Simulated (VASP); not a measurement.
A run of VASP 6.6.1:

The input INCAR:

```
SYSTEM = Ba
PREC = Accurate
ENCUT = 520
EDIFF = 1E-6
ISMEAR = 1
SIGMA = 0.1
LREAL = .FALSE.
LASPH = .TRUE.
NELM = 100
ALGO = Normal
ISIF = 2
LWAVE = .FALSE.
LCHARG = .TRUE.
GGA = PS
LELF = .TRUE.
LVHAR = .TRUE.
NBANDS = 11
```

The input KPOINTS:

```
regular mesh
0
G
  3 3 3
  0 0 0
```

Contents of POSCAR:

```
Ba
1.0
    4.3116140000      0.0000000000      0.0000000000
   -2.1558070000      3.7339670000      0.0000000000
    0.0000000000      0.0000000000      3.9134130000
Ba
1
Direct
    0.0000000000      0.0000000000      0.0000000000
```

Potentials or basis: VASP PAW PBE potentials, release 64 (Ba_sv).

Command:

```console
$ cat potpaw_PBE.64/Ba_sv/POTCAR > POTCAR
$ mpirun -np 1 vasp_std > vasp.out
```

Hardware: 1 thread of Intel Xeon 6975P-C, on a shared host.

Q: Estimate the wall time of this run.

A: Run time: 6.6 s on 1 thread of Intel Xeon 6975P-C (shared host), peak memory 0.17 GiB. Counts: scf iterations 11, k points 6.
